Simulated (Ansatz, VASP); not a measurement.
## MnO2: VASP beside Ansatz

```xyz
3
Lattice="2.9126 0.0000 0.0000 -1.4563 2.5224 0.0000 0.0000 0.0000 4.6916" Properties=species:S:1:pos:R:3 pbc="T T T"
Mn    0.0000    0.0000    2.3458
O     1.4563    0.8408    1.3780
O     0.0000    1.6816    3.3137
```

Change from the starting cell: volume scaled by 1.06, no spin polarisation, PAW files.

Alike in both runs: task single point; functional LDA; k mesh 11 × 11 × 6; occupations fermi-dirac, width 0.03 eV; no spin polarisation.

|  | VASP | Ansatz |
| --- | --- | --- |
| version | VASP 6.6.1 | Ansatz 0.2.0 |
| potentials or method | VASP PAW LDA potentials, release 64 (Mn_pv, O) | PAW with Ansatz's default frozen-core files, scalar-relativistic |
| plane-wave cutoff (eV) | 520 | 420 |
| valence electrons in the cell | 25 | 27 |

```csv
,VASP,Ansatz,Ansatz less VASP
pressure (GPa),-25.9,-27.0,-1.08
"traceless stress, the component that is largest in VASP (GPa)",9.95,10.52,+0.577
rms of the force components (eV/Å),0.742,0.774,+0.0317
```

LDA's correlation is that of Perdew and Zunger in VASP and of Perdew and Wang (1992) in Ansatz. Atom by atom the forces differ by 0.032 eV/Å (rms over components). VASP's potentials hold 25 valence electrons a cell and Ansatz's 27, so a difference there can come from the potentials and not from the codes.
